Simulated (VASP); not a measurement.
# Ni (Fd-3m) in VASP: a series of runs

The runs below take Ni through relaxation of cell and atoms, single point, with BLYP.

All numbers are computed with VASP 6.6.1; they aren't measurements. Logs are shortened: lines on timing, memory, paths and dates and some standing lists are left out, and cuts for length are marked.

## Step 1: The cell of the first run

It takes space group Fd-3m (No. 227, cubic). Conventional cell: a = 4.907 Å, b = 4.907 Å, c = 4.907 Å, α = 90.00°, β = 90.00°, γ = 90.00°. Within 2.8 Å of Ni (site symmetry -43m) lie 4 Ni at 2.12 Å.

This isn't the form of Ni at room conditions, which is fcc.

## Step 2: Relaxation of cell and atoms, BLYP

File INCAR:

```
  PREC = Accurate
  ENCUT = 600
  EDIFF = 1E-6
  ISMEAR = -1
  SIGMA = 0.1
  LREAL = F
  LASPH = T
  NELM = 100
  ALGO = Normal
  ISIF = 3
  LWAVE = F
  LCHARG = F
  GGA = B5
  ALDAX = 1.0
  AGGAX = 1.0
  AGGAC = 1.0
  ALDAC = 0.0
  IBRION = 2
  NSW = 80
  EDIFFG = -0.01
```

File KPOINTS:

```
regular mesh
0
Gamma
  11 11 11
```

File POSCAR:

```
Ni
1.0
    0.0000000000      2.4534603088      2.4534603088
    2.4534603088      0.0000000000      2.4534603088
    2.4534603088      2.4534603088      0.0000000000
Ni
2
Direct
    0.1250000000      0.1250000000      0.1250000000
    0.8750000000      0.8750000000      0.8750000000
```

Potentials or basis: VASP PAW PBE potentials, release 64 (Ni).

Launch:

```bash
cat potpaw_PBE.64/Ni/POTCAR > POTCAR
mpirun -np 1 vasp_std > vasp.out
```

OUTCAR:

```text
PREC = Accurate
   ENCUT = 600
   EDIFF = 1E-6
   ISMEAR = -1
   LREAL = F
   LASPH = T
   NELM = 100
   ISIF = 3
   GGA = B5
   IBRION = 2
   NSW = 80
   EDIFFG = -0.01

 ion  position               nearest neighbor table
   1  0.125  0.125  0.125-   2 2.12   2 2.12   2 2.12   2 2.12
   2  0.875  0.875  0.875-   1 2.12   1 2.12   1 2.12   1 2.12

  LATTYP: Found a face centered cubic cell.
 ALAT       =     4.9069206176

  Lattice vectors:

 A1 = (   0.0000000000,   2.4534603088,   2.4534603088)
 A2 = (   2.4534603088,   0.0000000000,   2.4534603088)
 A3 = (   2.4534603088,   2.4534603088,   0.0000000000)

Analysis of symmetry for initial positions (statically):
=====================================================================
 Subroutine PRICEL returns:
 Original cell was already a primitive cell.

 Routine SETGRP: Setting up the symmetry group for a
 face centered cubic supercell.

 Subroutine GETGRP returns: Found 48 space group operations
 (whereof 12 operations were pure point group operations)
 out of a pool of 48 trial point group operations.

The static configuration has the point symmetry D_3d.
 The point group associated with its full space group is O_h .

Analysis of symmetry for dynamics (positions and initial velocities):
=====================================================================
 Subroutine PRICEL returns:
 Original cell was already a primitive cell.

 Routine SETGRP: Setting up the symmetry group for a
 face centered cubic supercell.

 Subroutine GETGRP returns: Found 48 space group operations
 (whereof 12 operations were pure point group operations)
 out of a pool of 48 trial point group operations.

The dynamic configuration has the point symmetry D_3d.
 The point group associated with its full space group is O_h .

 Subroutine INISYM returns: Found 48 space group operations
 (whereof 12 operations are pure point group operations),
 and found     1 'primitive' translations

----------------------------------------------------------------------------------------

                                     Primitive cell

  volume of cell :      29.5370

  direct lattice vectors                    reciprocal lattice vectors
     0.000000000  2.453460309  2.453460309    -0.203793800  0.203793800  0.203793800
     2.453460309  0.000000000  2.453460309     0.203793800 -0.203793800  0.203793800
     2.453460309  2.453460309  0.000000000     0.203793800  0.203793800 -0.203793800

  length of vectors
     3.469716843  3.469716843  3.469716843     0.352981216  0.352981216  0.352981216

  position of ions in fractional coordinates (direct lattice)
     0.125000000  0.125000000  0.125000000
[... 34 lines left out ...]
            Coordinates               Weight
  0.000000  0.000000  0.000000      1.000000
  0.090909  0.000000  0.000000      8.000000
  0.181818  0.000000  0.000000      8.000000
  0.272727  0.000000  0.000000      8.000000
  0.363636  0.000000  0.000000      8.000000
  0.454545  0.000000  0.000000      8.000000
[... 16 lines left out ...]
 -0.272727  0.181818  0.000000     24.000000
 -0.181818  0.181818  0.000000     12.000000
 [... further k-points ...]
   k-points           NKPTS =     56   k-points in BZ     NKDIM =     56   number of bands    NBANDS=     14
   number of dos      NEDOS =    301   number of ions     NIONS =      2
   total plane-waves  NPLWV =  21952
   dimension x,y,z NGX =    28 NGY =   28 NGZ =   28
   dimension x,y,z NGXF=    56 NGYF=   56 NGZF=   56
   ions per type =               2
   NGX,Y,Z   is equivalent  to a cutoff of  13.42, 13.42, 13.42 a.u.
   NGXF,Y,Z  is equivalent  to a cutoff of  26.83, 26.83, 26.83 a.u.
 SYSTEM =  unknown system
   PREC   = accura    normal or accurate (medium, high low for compatibility)
   ISTART =      0    job   : 0-new  1-cont  2-samecut
   ICHARG =      2    charge: 1-file 2-atom 10-const
   ISPIN  =      1    spin polarized calculation?
   LNONCOLLINEAR =      F non collinear calculations
   LSORBIT =      F    spin-orbit coupling
   LASPH  =      T    aspherical Exc in radial PAW
   ENCUT  =  600.0 eV  44.10 Ry    6.64 a.u.   6.93  6.93  6.93*2*pi/ulx,y,z
   NELM   =    100;   NELMIN=  2; NELMDL= -5     # of ELM steps
   EDIFF  = 0.1E-05   stopping-criterion for ELM
   LREAL  =      F    real-space projection
   EDIFFG = -.1E-01   stopping-criterion for IOM
   NSW    =     80    number of steps for IOM
   IBRION =      2    ionic relax: 0-MD 1-quasi-New 2-CG
   NFREE  =      1    steps in history (QN), initial steepest desc. (CG)
   ISIF   =      3    stress and relaxation
   ISYM   =      2    0-nonsym 1-usesym 2-fastsym
   POTIM  = 0.5000    time-step for ionic-motion
   TEBEG  =    0.0;   TEEND  =   0.0 temperature during run
   PSTRESS=    0.0 pullay stress
   NELECT =      20.0000    total number of electrons
   NUPDOWN=      -1.0000    fix difference up-down
   EMIN   =  10.00;   EMAX   =-10.00  energy-range for DOS
   EFERMI =   0.00;   METHOD = LEGACY
   ISMEAR =    -1;   SIGMA  =   0.10  broadening in eV -4-tet -1-fermi 0-gaus
   EFERMI_NEDOS =   21; number of points for ismear=-14 and -15
   IALGO  =     38    algorithm
   IMIX   =      4    mixing-type and parameters
     AMIX     =   0.40;   BMIX     =  1.00
     AMIX_MAG =   1.60;   BMIX_MAG =  1.00
  volume/ion in A,a.u.               =      14.77        99.66
  Fermi-wavevector in a.u.,A,eV,Ry     =   1.437570  2.716614 28.117919  2.066609
  Thomas-Fermi vector in A             =   2.556633
   LORBIT       =      0    0 simple, 1 ext, 2 COOP (PROOUT), +10 PAW based schemes
   GGA     = B5    functional components
   LHFCALC =     F    Hartree Fock is set to
   AEXX    =    0.0000 exact exchange contribution
   IVDW    =     0    specifies the selected vdW correction
   LEPSILON=     F    determine dielectric tensor
   LRPA    =     F    only Hartree local field effects (RPA)
 conjugate gradient relaxation of ions
 non-spin polarized calculation
  energy-cutoff  :      600.00
  volume of cell :       29.54
 maximum number of plane-waves:       998
   NGX = 13   NGY = 13   NGZ = 13

--------------------------------------- Ionic step        1  -------------------------------------------

 number of electron      20.0000015 magnetization

 Free energy of the ion-electron system (eV)
  ---------------------------------------------------
  ext. energy  EPLUGINS =         0.00000000
  ---------------------------------------------------
  free energy    TOTEN  =        -7.17679848 eV

  energy without entropy =       -6.97916931  energy(sigma->0) =       -7.07798389

 E-fermi :   6.1672     XC(G=0): -10.6297

 val. band max:        6.1593132735   @ k =  -0.3636   0.2727   0.0000
 cond. band min:       6.1702685170   @ k =  -0.4545   0.3636   0.0000
 fundamental gap:      0.0109552434
 Fermi energy:         6.1672272646
[... 968 lines left out ...]
--------------------------------------- Ionic step        5  -------------------------------------------

 number of electron      20.0000023 magnetization

 Free energy of the ion-electron system (eV)
  ---------------------------------------------------
  ext. energy  EPLUGINS =         0.00000000
  ---------------------------------------------------
  free energy    TOTEN  =        -7.44812194 eV

  energy without entropy =       -7.23029034  energy(sigma->0) =       -7.33920614

 E-fermi :   4.4505     XC(G=0):  -9.7879

 val. band max:        4.4501317374   @ k =   0.1818   0.1818   0.0000
 cond. band min:       4.4538108312   @ k =  -0.3636   0.3636   0.1818
 fundamental gap:      0.0036790938
 Fermi energy:         4.4505434812
[... 437 lines left out ...]
  FREE ENERGIE OF THE ION-ELECTRON SYSTEM (eV)
  ---------------------------------------------------
  free  energy   TOTEN  =        -7.4481219355 eV

  energy  without entropy=       -7.2302903416  energy(sigma->0) =       -7.33920614

 reached required accuracy - stopping structural energy minimisation
```

OSZICAR:

```text
N       E                     dE             d eps       ncg     rms          rms(c)
DAV:   1     0.102836861256E+03    0.10284E+03   -0.10519E+04  1576   0.212E+03
DAV:   2    -0.550038418142E+01   -0.10834E+03   -0.10294E+03  1580   0.299E+02
DAV:   3    -0.840382746030E+01   -0.29034E+01   -0.28392E+01  1706   0.712E+01
[... 44 lines left out ...]
DAV:   1    -0.745055589126E+01   -0.24631E-02   -0.24916E-02  1568   0.270E+00    0.447E-01
DAV:   2    -0.745063567687E+01   -0.79786E-04   -0.38229E-02  1568   0.323E+00    0.422E-01
DAV:   3    -0.744816796912E+01    0.24677E-02   -0.11508E-02  1568   0.182E+00    0.530E-02
DAV:   4    -0.744812265656E+01    0.45313E-04   -0.51347E-05  1616   0.686E-02    0.101E-02
DAV:   5    -0.744812193546E+01    0.72110E-06   -0.43494E-06  1662   0.194E-02
   5 F= -.74481219E+01 E0= -.73392061E+01  d E =-.296147E-04
```

Run time: 3.2 min. Hardware: 1 thread of Intel Xeon 8259CL, shared host; peak memory 0.18 GiB.

What came out:

| Item | Value |
| --- | --- |
| Free energy | -7.4481 eV |
| Relaxed volume | 17.46 Å³/atom |
| Relaxed cell | a = 3.669 Å, b = 3.669 Å, c = 3.669 Å, α = 60.00°, β = 60.00°, γ = 60.00° |
| Space group after relaxing (to 0.1 Å) | Fd-3m (No. 227) |
| Energy gained by relaxing | 135.7 meV/atom |
| Ionic steps | 5 |
| Pressure after relaxing | 0.0 GPa |
| Band gap on the k mesh | zero (bands 10 and 11 overlap by 0.27 eV) |

The path:
```csv
step,energy change (eV),largest force (eV/Å),pressure (GPa),volume (Å³)
1,0.0000,0.0000,18.92,29.54
2,-0.2286,0.0000,-4.71,37.64
3,-0.2713,0.0000,0.10,34.89
4,-0.2713,0.0000,-0.15,35.00
5,-0.2713,0.0000,0.02,34.92
```

Final structure:
```yaml
crystal:
  lattice:
    - [0.00000, 2.59430, 2.59430]
    - [2.59430, 0.00000, 2.59430]
    - [2.59430, 2.59430, 0.00000]
  atoms:
    - { symbol: Ni, position: [0.12500, 0.12500, 0.12500] }
    - { symbol: Ni, position: [0.87500, 0.87500, 0.87500] }
```

Caveat: the volume moved by over 15 % at a fixed basis, so the end points are rough; the PAW data sets were made with another functional, which shifts forces and pressure a little; the run has no spin polarisation, though such a crystal can be magnetic. Spin polarisation is off, so any magnetic state and its effect on volume and gap are missing.

## Step 3: Single point, BLYP

This run uses another cell than the first one, of 17.43 Å³/atom.

File INCAR:

```
AGGAC = 1.0 ; AGGAX = 1.0
ALDAC = 0.0 ; ALDAX = 1.0
ALGO = Normal ; EDIFF = 1E-6
ENCUT = 520 ; GGA = B5
ISIF = 2 ; ISMEAR = -1
LASPH = True ; LCHARG = True
LELF = True ; LREAL = False
LVHAR = True ; LWAVE = False
NBANDS = 17 ; NELM = 60
PREC = Accurate ; SIGMA = 0.1
```

File KPOINTS:

```
k-points
0
Gamma
  17 17 17
```

File POSCAR:

```
Ni
1.0
    0.0000000000      2.5930166304      2.5930166304
    2.5930166304      0.0000000000      2.5930166304
    2.5930166304      2.5930166304      0.0000000000
Ni
2
Direct
    0.1250000000      0.1250000000      0.1250000000
    0.8750000000      0.8750000000      0.8750000000
```

Potentials or basis: VASP PAW PBE potentials, release 64 (Ni).

Launch:

```bash
cat potpaw_PBE.64/Ni/POTCAR > POTCAR
mpirun -np 1 vasp_std > vasp.out
```

OUTCAR:

```text
EDIFF = 1E-6
   ENCUT = 520
   GGA = B5
   ISIF = 2
   ISMEAR = -1
   LASPH = True
   LREAL = False
   NELM = 60
   PREC = Accurate

 ion  position               nearest neighbor table
   1  0.125  0.125  0.125-   2 2.25   2 2.25   2 2.25   2 2.25
   2  0.875  0.875  0.875-   1 2.25   1 2.25   1 2.25   1 2.25

  LATTYP: Found a face centered cubic cell.
 ALAT       =     5.1860332608

  Lattice vectors:

 A1 = (   0.0000000000,   2.5930166304,   2.5930166304)
 A2 = (   2.5930166304,   0.0000000000,   2.5930166304)
 A3 = (   2.5930166304,   2.5930166304,   0.0000000000)

Analysis of symmetry for initial positions (statically):
=====================================================================
 Subroutine PRICEL returns:
 Original cell was already a primitive cell.

 Routine SETGRP: Setting up the symmetry group for a
 face centered cubic supercell.

 Subroutine GETGRP returns: Found 48 space group operations
 (whereof 12 operations were pure point group operations)
 out of a pool of 48 trial point group operations.

The static configuration has the point symmetry D_3d.
 The point group associated with its full space group is O_h .

Analysis of symmetry for dynamics (positions and initial velocities):
=====================================================================
 Subroutine PRICEL returns:
 Original cell was already a primitive cell.

 Routine SETGRP: Setting up the symmetry group for a
 face centered cubic supercell.

 Subroutine GETGRP returns: Found 48 space group operations
 (whereof 12 operations were pure point group operations)
 out of a pool of 48 trial point group operations.

The dynamic configuration has the point symmetry D_3d.
 The point group associated with its full space group is O_h .

 Subroutine INISYM returns: Found 48 space group operations
[... 110 lines left out ...]
   EMIN   =  10.00;   EMAX   =-10.00  energy-range for DOS
   EFERMI =   0.00;   METHOD = LEGACY
   ISMEAR =    -1;   SIGMA  =   0.10  broadening in eV -4-tet -1-fermi 0-gaus
   EFERMI_NEDOS =   21; number of points for ismear=-14 and -15
   IALGO  =     38    algorithm
   IMIX   =      4    mixing-type and parameters
     AMIX     =   0.40;   BMIX     =  1.00
     AMIX_MAG =   1.60;   BMIX_MAG =  1.00
  volume/ion in A,a.u.               =      17.43       117.66
  Fermi-wavevector in a.u.,A,eV,Ry     =   1.360200  2.570406 25.172749  1.850145
  Thomas-Fermi vector in A             =   2.486883
   LORBIT       =      0    0 simple, 1 ext, 2 COOP (PROOUT), +10 PAW based schemes
   GGA     = B5    functional components
   LHFCALC =     F    Hartree Fock is set to
   AEXX    =    0.0000 exact exchange contribution
   IVDW    =     0    specifies the selected vdW correction
   LEPSILON=     F    determine dielectric tensor
   LRPA    =     F    only Hartree local field effects (RPA)
 non-spin polarized calculation
  energy-cutoff  :      520.00
  volume of cell :       34.87
 maximum number of plane-waves:       954
   NGX = 13   NGY = 13   NGZ = 13

 number of electron      20.0000024 magnetization

 Free energy of the ion-electron system (eV)
  ---------------------------------------------------
  ext. energy  EPLUGINS =         0.00000000
  ---------------------------------------------------
  free energy    TOTEN  =        -7.44960451 eV

  energy without entropy =       -7.23084054  energy(sigma->0) =       -7.34022252

 E-fermi :   4.4593     XC(G=0):  -9.7957

 val. band max:        4.4588276899   @ k =  -0.2941   0.2353   0.0588
 cond. band min:       4.4599995257   @ k =  -0.2941   0.2941   0.0000
 fundamental gap:      0.0011718358
 Fermi energy:         4.4592930043

 k-point     1 :       0.0000    0.0000    0.0000
  band No.  band energies     occupation
      1      -1.5511      2.00000
      2       2.0565      2.00000
      3       2.0565      2.00000
      4       2.1017      2.00000
      5       2.1017      2.00000
      6       2.1017      2.00000
[... 457 lines left out ...]
      4       2.1173      2.00000
      5       2.2473      2.00000
      6       2.3349      2.00000
[... 9 lines left out ...]
     16      17.7551      0.00000
     17      18.4017      0.00000

 [... further k-points ...]

------------------------ aborting loop because EDIFF is reached ----------------------------------------

  FORCE on cell =-STRESS in cart. coord.  units (eV):
  Direction    XX          YY          ZZ          XY          YZ          ZX
  --------------------------------------------------------------------------------------
  -------------------------------------------------------------------------------------
  Total        0.0213057      0.0213057      0.0213057     -0.0000000      0.0000000      0.0000000
  in kB        0.9789481      0.9789481      0.9789481     -0.0000000      0.0000000      0.0000000
  external PRESSURE =       0.9789481 kB  Pullay stress =       0.0000000 kB

 VOLUME and BASIS-vectors are now :
 -----------------------------------------------------------------------------
  energy-cutoff  :      520.00
  volume of cell :       34.87
      direct lattice vectors                 reciprocal lattice vectors
     0.000000000  2.593016630  2.593016630    -0.192825605  0.192825605  0.192825605
     2.593016630  0.000000000  2.593016630     0.192825605 -0.192825605  0.192825605
     2.593016630  2.593016630  0.000000000     0.192825605  0.192825605 -0.192825605

 POSITION                                       TOTAL-FORCE (eV/Angst)
 -----------------------------------------------------------------------------------
      0.64825      0.64825      0.64825         0.000000     -0.000000     -0.000000
      4.53778      4.53778      4.53778        -0.000000      0.000000      0.000000
 -----------------------------------------------------------------------------------
    total drift:                                0.000000      0.000000     -0.000000

  FREE ENERGIE OF THE ION-ELECTRON SYSTEM (eV)
  ---------------------------------------------------
  free  energy   TOTEN  =        -7.4496045082 eV

  energy  without entropy=       -7.2308405395  energy(sigma->0) =       -7.34022252
```

OSZICAR:

```text
N       E                     dE             d eps       ncg     rms          rms(c)
DAV:   1     0.947241516868E+02    0.94724E+02   -0.94206E+03  5618   0.148E+03
DAV:   2    -0.543118641565E+01   -0.10016E+03   -0.93646E+02  5612   0.241E+02
DAV:   3    -0.868540946773E+01   -0.32542E+01   -0.31804E+01  6259   0.596E+01
DAV:   4    -0.872306282276E+01   -0.37653E-01   -0.37639E-01  7214   0.576E+00
DAV:   5    -0.872388213693E+01   -0.81931E-03   -0.81928E-03  6430   0.754E-01    0.107E+01
DAV:   6    -0.883282685983E+01   -0.10894E+00   -0.14798E+01  6461   0.671E+01    0.113E+01
DAV:   7    -0.746185994576E+01    0.13710E+01   -0.57787E+00  6358   0.345E+01    0.149E+00
DAV:   8    -0.745298129083E+01    0.88787E-02   -0.32578E-02  5944   0.141E+00    0.673E-01
DAV:   9    -0.744964562378E+01    0.33357E-02   -0.67963E-03  8243   0.117E+00    0.132E-01
DAV:  10    -0.744960093879E+01    0.44685E-04   -0.28119E-04  6749   0.202E-01    0.198E-02
DAV:  11    -0.744960372307E+01   -0.27843E-05   -0.11256E-05  6377   0.261E-02    0.671E-03
DAV:  12    -0.744960450819E+01   -0.78512E-06   -0.53365E-07  5251   0.549E-03
   1 F= -.74496045E+01 E0= -.73402225E+01  d E =-.218764E+00
```

stdout:

```text
POSCAR found type information on POSCAR Ni
 POSCAR found :  1 types and       2 ions
 scaLAPACK will be used
 -----------------------------------------------------------------------------
|                                                                             |
|                                                                             |
|     You enforced a specific xc type in the INCAR file but a different       |
|     I HOPE YOU KNOW WHAT YOU ARE DOING!                                     |
|                                                                             |
 -----------------------------------------------------------------------------

 LDA part: xc-table for (Slater(with rela. corr.)+VWN5), standard interpolation
 POSCAR, INCAR and KPOINTS ok, starting setup
 FFT: planning ... GRIDC
 FFT: planning ... GRID_SOFT
 FFT: planning ... GRID
 WAVECAR not read
 entering main loop
```

Run time: 2 min. Hardware: 1 thread of Intel Xeon 8259CL, shared host; peak memory 0.21 GiB.

Results:

| Quantity | Value |
| --- | --- |
| Free energy | -7.4496 eV |
| Pressure | 0.1 GPa |
| Band gap on the k mesh | zero (bands 10 and 11 overlap by 0.27 eV) |

Levels at points of the mesh, in eV from the Fermi level:
```csv
k point,band 8,band 9,band 10,band 11,band 12,band 13
"(0.00, 0.00, 0.00)",-1.00,-1.00,-0.10,-0.10,11.47,11.47
```

Caveat: the PAW data sets were made with another functional, which shifts forces and pressure a little; the run has no spin polarisation, though such a crystal can be magnetic. Spin polarisation is off, so any magnetic state and its effect on volume and gap are missing.
